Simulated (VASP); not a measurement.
# InGa3As4 (P-4m2) in VASP: further runs, part 2 of 2

VASP 6.6.1.

**3. Single point, PBE**

This run uses another cell than the first one, of 25.12 Å³/atom, 1.138 times its volume.

Input file INCAR:

```
SYSTEM = InGa3As4
PREC = Accurate ; ENCUT = 520
EDIFF = 1E-7 ; ISMEAR = 0
SIGMA = 0.1 ; LREAL = .False.
LASPH = .True. ; NELM = 100
ALGO = Normal ; ISIF = 2
LWAVE = .False. ; LCHARG = .False.
GGA = PE ; NBANDS = 46
```

Input file KPOINTS:

```
regular mesh
0
Gamma
  10 10 4
  0 0 0
```

Input file POSCAR:

```
InGa3As4
1.0
    4.1340902578      0.0000000000      0.0000000000
    0.0000000000      4.1340902578      0.0000000000
    0.0000000000      0.0000000000     11.7605472417
In Ga As
1 3 4
Direct
    0.5000000000      0.5000000000      0.0000000000
    0.0000000000      0.0000000000      0.7409470198
    0.0000000000      0.0000000000      0.2590529802
    0.5000000000      0.5000000000      0.5000000000
    0.5000000000      0.0000000000      0.1397085647
    0.0000000000      0.5000000000      0.3795893703
    0.5000000000      0.0000000000      0.6204106297
    0.0000000000      0.5000000000      0.8602914353
```

Potentials or basis: VASP PAW PBE potentials, release 64 (In_d, Ga_d, As).

Launch:

```
$ cat potpaw_PBE.64/In_d/POTCAR potpaw_PBE.64/Ga_d/POTCAR potpaw_PBE.64/As/POTCAR > POTCAR
$ mpirun -np 1 vasp_std > vasp.out
```

OUTCAR:

```text
SYSTEM = InGa3As4
   PREC = Accurate
   ENCUT = 520
   EDIFF = 1E-7
   ISMEAR = 0
   LREAL = .False.
   LASPH = .True.
   NELM = 100
   ISIF = 2
   GGA = PE

 ion  position               nearest neighbor table
   1  0.500  0.500  0.000-   5 2.64   8 2.64   5 2.64   8 2.64
   2  0.000  0.000  0.741-   8 2.50   8 2.50   7 2.51   7 2.51
   3  0.000  0.000  0.259-   5 2.50   5 2.50   6 2.51   6 2.51
   4  0.500  0.500  0.500-   6 2.51   7 2.51   7 2.51   6 2.51
   5  0.500  0.000  0.140-   3 2.50   3 2.50   1 2.64   1 2.64
   6  0.000  0.500  0.380-   4 2.51   4 2.51   3 2.51   3 2.51
   7  0.500  0.000  0.620-   4 2.51   4 2.51   2 2.51   2 2.51
   8  0.000  0.500  0.860-   2 2.50   2 2.50   1 2.64   1 2.64

  LATTYP: Found a simple tetragonal cell.
[... 1388 lines left out ...]
  in kB        1.2072768      1.2072768      1.2458553      0.0000000      0.0000000     -0.0000000
  external PRESSURE =       1.2201363 kB  Pullay stress =       0.0000000 kB

 VOLUME and BASIS-vectors are now :
 -----------------------------------------------------------------------------
  energy-cutoff  :      520.00
  volume of cell :      201.00
      direct lattice vectors                 reciprocal lattice vectors
     4.134090258  0.000000000  0.000000000     0.241891187  0.000000000  0.000000000
     0.000000000  4.134090258  0.000000000     0.000000000  0.241891187  0.000000000
     0.000000000  0.000000000 11.760547242     0.000000000  0.000000000  0.085030057

 POSITION                                       TOTAL-FORCE (eV/Angst)
 -----------------------------------------------------------------------------------
      2.06705      2.06705      0.00000        -0.000000     -0.000000      0.000000
      0.00000      0.00000      8.71394        -0.000000      0.000000     -0.000463
      0.00000      0.00000      3.04660        -0.000000     -0.000000      0.000463
      2.06705      2.06705      5.88027        -0.000000      0.000000      0.000000
      2.06705      0.00000      1.64305        -0.000000     -0.000000     -0.008095
      0.00000      2.06705      4.46418         0.000000      0.000000      0.000539
      2.06705      0.00000      7.29637        -0.000000      0.000000     -0.000539
      0.00000      2.06705     10.11750        -0.000000     -0.000000      0.008095
 -----------------------------------------------------------------------------------
    total drift:                                0.000000     -0.000000     -0.000000

  FREE ENERGIE OF THE ION-ELECTRON SYSTEM (eV)
  ---------------------------------------------------
  free  energy   TOTEN  =       -32.4308134625 eV

  energy  without entropy=      -32.4302625403  energy(sigma->0) =      -32.43053800
```

OSZICAR:

```text
N       E                     dE             d eps       ncg     rms          rms(c)
DAV:   1     0.652462336793E+03    0.65246E+03   -0.32508E+04  6096   0.206E+03
DAV:   2     0.757635785576E+02   -0.57670E+03   -0.55670E+03  6162   0.562E+02
DAV:   3    -0.264476764614E+02   -0.10221E+03   -0.99191E+02  6678   0.186E+02
DAV:   4    -0.329653691354E+02   -0.65177E+01   -0.64744E+01  7438   0.458E+01
DAV:   5    -0.331388140452E+02   -0.17344E+00   -0.17324E+00  7260   0.814E+00    0.699E+00
DAV:   6    -0.324871014392E+02    0.65171E+00   -0.12402E+00  8134   0.114E+01    0.372E+00
DAV:   7    -0.324275277050E+02    0.59574E-01   -0.65099E-01  8024   0.357E+00    0.101E+00
DAV:   8    -0.324287756771E+02   -0.12480E-02   -0.10139E-01  7290   0.311E+00    0.471E-01
DAV:   9    -0.324296441483E+02   -0.86847E-03   -0.87315E-03  7238   0.137E+00    0.302E-01
DAV:  10    -0.324305974667E+02   -0.95332E-03   -0.33792E-03  7728   0.710E-01    0.114E-01
DAV:  11    -0.324307877462E+02   -0.19028E-03   -0.10866E-03  6548   0.619E-01    0.314E-02
DAV:  12    -0.324308052698E+02   -0.17524E-04   -0.27828E-04  8556   0.131E-01    0.113E-02
DAV:  13    -0.324308109109E+02   -0.56410E-05   -0.35794E-05  6830   0.619E-02    0.567E-03
DAV:  14    -0.324308129455E+02   -0.20346E-05   -0.83226E-06  7026   0.346E-02    0.396E-03
DAV:  15    -0.324308134360E+02   -0.49048E-06   -0.10272E-06  7922   0.137E-02    0.217E-03
DAV:  16    -0.324308134625E+02   -0.26561E-07   -0.35184E-07  5912   0.356E-03
   1 F= -.32430813E+02 E0= -.32430538E+02  d E =-.550922E-03
```

Wall time 9.4 min (1 thread of Intel Xeon 6975P-C, shared host); peak memory 0.64 GiB.

Results:

```
Free energy            : -32.4308 eV
Pressure               : 0.1 GPa
Largest force          : 0.008 eV/Å
Band gap on the k mesh : zero (filled and empty bands touch)
```

Forces on the atoms (eV/Å):
```
In   0.000  0.000  0.000
Ga   0.000  0.000  0.000
Ga   0.000  0.000  0.000
Ga   0.000  0.000  0.000
As   0.000  0.000 -0.008
As   0.000  0.000  0.001
As   0.000  0.000 -0.001
As   0.000  0.000  0.008
```

Levels at points of the mesh, in eV from the Fermi level:
```
           k point  band 32  band 33  band 34  band 35  band 36  band 37  band 38  band 39  band 40  band 41
(0.00, 0.00, 0.00)    -1.40    -1.40    -0.20    -0.15    -0.05    -0.05     1.42     1.50     2.00     2.14
(0.50, 0.00, 0.00)    -1.31    -1.27    -1.13    -1.11    -0.67     0.61     0.80     2.23     2.70     4.26
(0.50, 0.50, 0.00)    -3.07    -2.58    -2.49    -2.49    -2.40     1.48     1.48     1.57     1.77     4.13
(0.00, 0.00, 0.50)    -2.13    -0.77    -0.77    -0.48    -0.48     1.39     1.40     1.61     1.86     2.26
(0.50, 0.00, 0.50)    -2.13    -1.32    -1.31    -1.28    -0.67     1.57     1.65     1.70     2.14     4.04
(0.50, 0.50, 0.50)    -2.87    -2.82    -2.79    -2.76    -2.76     2.40     2.40     2.48     2.52     2.52
```

Caveat: spin-orbit coupling is left out, which moves the levels of the heavy elements.
